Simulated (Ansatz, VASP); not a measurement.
## One calculation of Mg, two programs

INCAR

```
SYSTEM = Mg
PREC     = Accurate       ! precision mode
ENCUT    = 520            ! plane-wave cutoff, eV
EDIFF    = 1E-6           ! SCF threshold, eV
ISMEAR   = 0              ! smearing method
SIGMA    = 0.15           ! smearing width, eV
LREAL    = .False.        ! projectors in reciprocal space
LASPH    = .True.         ! aspherical terms in the spheres
NELM     = 80             ! most SCF steps
ALGO     = Normal         ! electronic algorithm
ISIF     = 2              ! what is computed and relaxed
LWAVE    = .False.        ! write WAVECAR
LCHARG   = .False.        ! write CHGCAR
NBANDS   = 7              ! bands
```

File KPOINTS:

```
Automatic mesh
0
Gamma
  18 18 16
  0 0 0
```

Contents of POSCAR:

```
Mg
1.0
    3.0502998005      0.0000000000      0.0000000000
   -1.5251499003      2.6416371164      0.0000000000
    0.0000000000      0.0000000000      2.9534924429
Mg
1
Direct
    0.0000000000      0.0000000000      0.0000000000
```

Input for Ansatz:

```yaml
crystal:
  lattice:
    - [3.0502998005, 0.0, 0.0]
    - [-1.5251499003, 2.6416371164, 0.0]
    - [0.0, 0.0, 2.9534924429]
  atoms:
    - { symbol: Mg, position: [0.0, 0.0, 0.0] }
basis:
  ecutwfc: 420
kpoints:
  mp_grid: { grid: [18, 18, 16] }
hamiltonian:
  xc: lda
scf:
  occupations: { method: gaussian, width: 0.15 }
output:
  forces: true
  stress: true
  eigenvalues: true
```

Change from the starting cell: strain +0.000 along x and y, -0.030 along z, atoms carried along.

Alike in both runs: task single point; functional LDA; k mesh 18 × 18 × 16; occupations gaussian, width 0.15 eV; no spin polarisation.

```csv
,VASP,Ansatz
version,VASP 6.6.1,Ansatz 0.2.0
potentials or method,"VASP PAW LDA potentials, release 64 (Mg), cutoff 520 eV","scalar-relativistic, plane waves, PAW"
valence electrons in the cell,2,10
```

|  | VASP | Ansatz | Ansatz less VASP |
| --- | --- | --- | --- |
| gap on the k mesh at the Fermi level (eV) | none | none | - |
| pressure (GPa) | 0.0 | 0.2 | +0.25 |
| traceless stress, the component that is largest in VASP (GPa) | 1.23 | 1.21 | -0.017 |

LDA's correlation is that of Perdew and Zunger in VASP and of Perdew and Wang (1992) in Ansatz. A gap of «none» marks a metal or a gap that the smearing closes. VASP's potentials hold 2 valence electrons a cell and Ansatz's 10, so a difference there can come from the potentials and not from the codes.
